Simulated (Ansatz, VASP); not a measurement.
TiO2 in VASP and in Ansatz

```xyz
6
Lattice="-1.9281 1.9281 4.9212 1.9281 -1.9281 4.9212 1.9281 1.9281 -4.9212" Properties=species:S:1:pos:R:3 pbc="T T T"
Ti    0.0000    0.0000    0.0000
Ti    0.0000    1.9281    2.4606
O     0.0000    0.0000    2.0325
O     0.0000    1.9281    4.4931
O     0.0000    1.9281    0.4281
O     0.0000    0.0000    7.8098
```

Change from the starting cell: strain +0.015 along x and y, +0.015 along z, atoms carried along.

Alike in both runs: task single point; functional PBE; k mesh 10 × 10 × 10; occupations gaussian, width 0.05 eV; no spin polarisation.

|  | VASP | Ansatz |
| --- | --- | --- |
| version | VASP 6.6.1 | Ansatz 0.2.0 |
| potentials or method | VASP PAW PBE potentials, release 64 (Ti_sv, O), cutoff 520 eV | scalar-relativistic, plane waves, PAW |
| valence electrons in the cell | 48 | 48 |

|  | VASP | Ansatz | Ansatz less VASP |
| --- | --- | --- | --- |
| gap on the k mesh at the Fermi level (eV) | 2.00 | 2.03 | +0.021 |
| least direct gap on the mesh (eV) | 2.30 | 2.32 | +0.020 |
| pressure (GPa) | -7.7 | -8.3 | -0.59 |
| traceless stress, the component that is largest in VASP (GPa) | -0.22 | -0.25 | -0.029 |
| rms of the force components (eV/Å) | 0.097 | 0.105 | +0.0077 |

Atom by atom the forces differ by 0.008 eV/Å (rms over components).
